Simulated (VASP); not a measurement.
# Cu (I4/mmm) in VASP: further runs, part 2 of 2

VASP 6.6.1.

**4. Single point, PBE**

The input, INCAR:

```
SYSTEM = Cu
  PREC = Accurate
  ENCUT = 520
  EDIFF = 1E-6
  ISMEAR = 0
  SIGMA = 0.15
  LREAL = .FALSE.
  LASPH = .TRUE.
  NELM = 100
  ALGO = Normal
  ISIF = 2
  LWAVE = .FALSE.
  LCHARG = .FALSE.
  GGA = PE
  NBANDS = 12
```

The input, KPOINTS:

```
regular mesh
0
G
  32 32 32
  0 0 0
```

The input, POSCAR:

```
Cu
1.0
   -1.3519698232      1.3519698232      1.6432429766
    1.3519698232     -1.3519698232      1.6432429766
    1.3519698232      1.3519698232     -1.6432429766
Cu
1
Direct
    0.0000000000      0.0000000000      0.0000000000
```

Potentials or basis: VASP PAW PBE potentials, release 64 (Cu).

Started as:

```bash
$ cat potpaw_PBE.64/Cu/POTCAR > POTCAR
$ mpirun -np 1 vasp_std > vasp.out
```

OUTCAR:

```text
SYSTEM = Cu
   PREC = Accurate
   ENCUT = 520
   EDIFF = 1E-6
   ISMEAR = 0
   LREAL = .FALSE.
   LASPH = .TRUE.
   NELM = 100
   ISIF = 2
   GGA = PE

 ion  position               nearest neighbor table
   1  0.000  0.000  0.000-

  LATTYP: Found a body centered tetragonal cell.
 ALAT       =     2.7039396464
 C/A-ratio  =     1.2154435317

  Lattice vectors:

 A1 = (  -1.3519698232,   1.3519698232,   1.6432429766)
 A2 = (   1.3519698232,  -1.3519698232,   1.6432429766)
 A3 = (   1.3519698232,   1.3519698232,  -1.6432429766)

Analysis of symmetry for initial positions (statically):
=====================================================================
 Subroutine PRICEL returns:
 Original cell was already a primitive cell.

 Routine SETGRP: Setting up the symmetry group for a
 body centered tetragonal supercell.

 Subroutine GETGRP returns: Found 16 space group operations
 (whereof 16 operations were pure point group operations)
 out of a pool of 16 trial point group operations.

The static configuration has the point symmetry D_4h.

Analysis of symmetry for dynamics (positions and initial velocities):
=====================================================================
 Subroutine PRICEL returns:
 Original cell was already a primitive cell.

 Routine SETGRP: Setting up the symmetry group for a
 body centered tetragonal supercell.

 Subroutine GETGRP returns: Found 16 space group operations
 (whereof 16 operations were pure point group operations)
 out of a pool of 16 trial point group operations.

The dynamic configuration has the point symmetry D_4h.

 Subroutine INISYM returns: Found 16 space group operations
 (whereof 16 operations are pure point group operations),
 and found     1 'primitive' translations

----------------------------------------------------------------------------------------

                                     Primitive cell

  volume of cell :      12.0142

  direct lattice vectors                    reciprocal lattice vectors
    -1.351969823  1.351969823  1.643242977     0.000000000  0.369830740  0.304276365
     1.351969823 -1.351969823  1.643242977     0.369830740  0.000000000  0.304276365
     1.351969823  1.351969823 -1.643242977     0.369830740  0.369830740  0.000000000

  length of vectors
     2.521089504  2.521089504  2.521089504     0.478914275  0.478914275  0.523019648

  position of ions in fractional coordinates (direct lattice)
     0.000000000  0.000000000  0.000000000

  ion indices of the primitive-cell ions
   primitive index   ion index
                 1           1

----------------------------------------------------------------------------------------

 KPOINTS: regular mesh

Automatic generation of k-mesh.
 Grid dimensions read from file:
 generate k-points for:   32   32   32

 Generating k-lattice:

  Cartesian coordinates                     Fractional coordinates (reciprocal lattice)
     0.000000000  0.011557211  0.009508636     0.031250000  0.000000000 -0.000000000
     0.011557211  0.000000000  0.009508636     0.000000000  0.031250000 -0.000000000
     0.011557211  0.011557211  0.000000000     0.000000000  0.000000000  0.031250000

  Length of vectors
     0.014966071  0.014966071  0.016344364

  Shift w.r.t. Gamma in fractional coordinates (k-lattice)
     0.000000000  0.000000000  0.000000000

 Subroutine IBZKPT returns following result:
 ===========================================

 Found   2393 irreducible k-points:

 Following reciprocal coordinates:
            Coordinates               Weight
  0.000000  0.000000  0.000000      1.000000
  0.031250  0.000000 -0.000000      8.000000
  0.062500  0.000000 -0.000000      8.000000
  0.093750  0.000000 -0.000000      8.000000
  0.125000  0.000000 -0.000000      8.000000
  0.156250  0.000000 -0.000000      8.000000
[... 16 lines left out ...]
  0.187500  0.031250 -0.000000     16.000000
  0.218750  0.031250 -0.000000     16.000000
 [... further k-points ...]
   k-points           NKPTS =   2393   k-points in BZ     NKDIM =   2393   number of bands    NBANDS=     12
   number of dos      NEDOS =    301   number of ions     NIONS =      1
   total plane-waves  NPLWV =   8000
   dimension x,y,z NGX =    20 NGY =   20 NGZ =   20
   dimension x,y,z NGXF=    40 NGYF=   40 NGZF=   40
   ions per type =               1
   NGX,Y,Z   is equivalent  to a cutoff of  13.19, 13.19, 13.19 a.u.
   NGXF,Y,Z  is equivalent  to a cutoff of  26.38, 26.38, 26.38 a.u.
 SYSTEM =  Cu
   PREC   = accura    normal or accurate (medium, high low for compatibility)
   ISTART =      0    job   : 0-new  1-cont  2-samecut
   ICHARG =      2    charge: 1-file 2-atom 10-const
   ISPIN  =      1    spin polarized calculation?
   LNONCOLLINEAR =      F non collinear calculations
   LSORBIT =      F    spin-orbit coupling
   LASPH  =      T    aspherical Exc in radial PAW
   ENCUT  =  520.0 eV  38.22 Ry    6.18 a.u.   4.69  4.69  4.69*2*pi/ulx,y,z
   NELM   =    100;   NELMIN=  2; NELMDL= -5     # of ELM steps
   EDIFF  = 0.1E-05   stopping-criterion for ELM
   LREAL  =      F    real-space projection
   EDIFFG = 0.1E-04   stopping-criterion for IOM
   NSW    =      0    number of steps for IOM
   IBRION =     -1    ionic relax: 0-MD 1-quasi-New 2-CG
   NFREE  =      0    steps in history (QN), initial steepest desc. (CG)
   ISIF   =      2    stress and relaxation
   ISYM   =      2    0-nonsym 1-usesym 2-fastsym
   POTIM  = 0.5000    time-step for ionic-motion
   TEBEG  =    0.0;   TEEND  =   0.0 temperature during run
   PSTRESS=    0.0 pullay stress
   NELECT =      11.0000    total number of electrons
   NUPDOWN=      -1.0000    fix difference up-down
   EMIN   =  10.00;   EMAX   =-10.00  energy-range for DOS
   EFERMI =   0.00;   METHOD = LEGACY
   ISMEAR =     0;   SIGMA  =   0.15  broadening in eV -4-tet -1-fermi 0-gaus
   EFERMI_NEDOS =   21; number of points for ismear=-14 and -15
   IALGO  =     38    algorithm
   IMIX   =      4    mixing-type and parameters
     AMIX     =   0.40;   BMIX     =  1.00
     AMIX_MAG =   1.60;   BMIX_MAG =  1.00
  volume/ion in A,a.u.               =      12.01        81.08
  Fermi-wavevector in a.u.,A,eV,Ry     =   1.589671  3.004042 34.382637  2.527053
  Thomas-Fermi vector in A             =   2.688484
   LORBIT       =      0    0 simple, 1 ext, 2 COOP (PROOUT), +10 PAW based schemes
   GGA     = PE    functional components
   LHFCALC =     F    Hartree Fock is set to
   AEXX    =    0.0000 exact exchange contribution
   IVDW    =     0    specifies the selected vdW correction
   LEPSILON=     F    determine dielectric tensor
   LRPA    =     F    only Hartree local field effects (RPA)
 non-spin polarized calculation
 Gauss-broadening in eV      SIGMA  =   0.15
  energy-cutoff  :      520.00
  volume of cell :       12.01
 maximum number of plane-waves:       338
   NGX =  9   NGY =  9   NGZ =  9

 number of electron      11.0000003 magnetization

 Free energy of the ion-electron system (eV)
  ---------------------------------------------------
  ext. energy  EPLUGINS =         0.00000000
  ---------------------------------------------------
  free energy    TOTEN  =        -3.71162897 eV

  energy without entropy =       -3.70822565  energy(sigma->0) =       -3.70992731

 E-fermi :   7.3822     XC(G=0): -12.6266

 val. band max:        7.3801101773   @ k =  -0.0937   0.5000   0.0937
 cond. band min:       7.3830504403   @ k =  -0.2188  -0.4062   0.1563
 fundamental gap:      0.0029402630
 Fermi energy:         7.3822380604

 k-point     1 :       0.0000    0.0000    0.0000
  band No.  band energies     occupation
      1      -1.8434      2.00000
      2       4.2455      2.00000
      3       4.2455      2.00000
      4       4.8256      2.00000
      5       4.8493      2.00000
      6       5.4350      2.00000
      7      30.2825      0.00000
      8      32.3579      0.00000
      9      32.3579      0.00000
     10      33.0888      0.00000
     11      34.8826      0.00000
     12      35.2908      0.00000
[... 331 lines left out ...]
 k-point    24 :       0.2188    0.0313   -0.0000
  band No.  band energies     occupation
      1       0.0253      2.00000
      2       4.1559      2.00000
      3       4.2849      2.00000
      4       4.8565      2.00000
      5       5.1470      2.00000
      6       5.3292      2.00000
      7      20.8169      0.00000
      8      27.7333      0.00000
      9      29.6761      0.00000
     10      32.6151      0.00000
     11      33.2881      0.00000
     12      35.4251      0.00000

 [... further k-points ...]
[... 5 lines left out ...]
  --------------------------------------------------------------------------------------
  -------------------------------------------------------------------------------------
  Total       -0.0624113     -0.0624113      0.1910189      0.0000000     -0.0000000      0.0000000
  in kB       -8.3229702     -8.3229702     25.4736548      0.0000000     -0.0000000      0.0000000
  external PRESSURE =       2.9425715 kB  Pullay stress =       0.0000000 kB

 VOLUME and BASIS-vectors are now :
 -----------------------------------------------------------------------------
  energy-cutoff  :      520.00
  volume of cell :       12.01
      direct lattice vectors                 reciprocal lattice vectors
    -1.351969823  1.351969823  1.643242977     0.000000000  0.369830740  0.304276365
     1.351969823 -1.351969823  1.643242977     0.369830740  0.000000000  0.304276365
     1.351969823  1.351969823 -1.643242977     0.369830740  0.369830740  0.000000000

 POSITION                                       TOTAL-FORCE (eV/Angst)
 -----------------------------------------------------------------------------------
      0.00000      0.00000      0.00000        -0.000000     -0.000000      0.000000
 -----------------------------------------------------------------------------------
    total drift:                                0.000000     -0.000000      0.000000

  FREE ENERGIE OF THE ION-ELECTRON SYSTEM (eV)
  ---------------------------------------------------
  free  energy   TOTEN  =        -3.7116289654 eV

  energy  without entropy=       -3.7082256533  energy(sigma->0) =       -3.70992731
```

stdout:

```text
POSCAR found type information on POSCAR Cu
 POSCAR found :  1 types and       1 ions
 scaLAPACK will be used
 LDA part: xc-table for (Slater+PW92), standard interpolation
 POSCAR, INCAR and KPOINTS ok, starting setup
 FFT: planning ... GRIDC
 FFT: planning ... GRID_SOFT
 FFT: planning ... GRID
 WAVECAR not read
 entering main loop
```

Run time: 1.7 min. Hardware: 1 thread of Intel Xeon 6975P-C (Granite Rapids), shared host; peak memory 0.42 GiB.

What came out:

```yaml
Free_energy: -3.7116 eV
Pressure: 0.3 GPa
```

**5. The runs side by side**

| cell | gap on the mesh (eV) | pressure (GPa) |
| --- | --- | --- |
| a = 2.543 Å, angles 102.6, 102.6, 124.3°, 1 atom | none | 4.9 |
| a = 2.511 Å, angles 105.7, 105.7, 117.4°, 1 atom | none | 1.1 |
| a = 2.521 Å, angles 115.1, 115.1, 98.6°, 1 atom | none | 0.3 |

Alike in all rows: task single point; level PBE; potentials or basis VASP PAW PBE potentials, release 64 (Cu); no spin polarisation; k mesh 32 × 32 × 32; cutoff (eV) 520; smearing gaussian 0.15 eV.

Absolute energies hang on the potentials; compare differences alone.
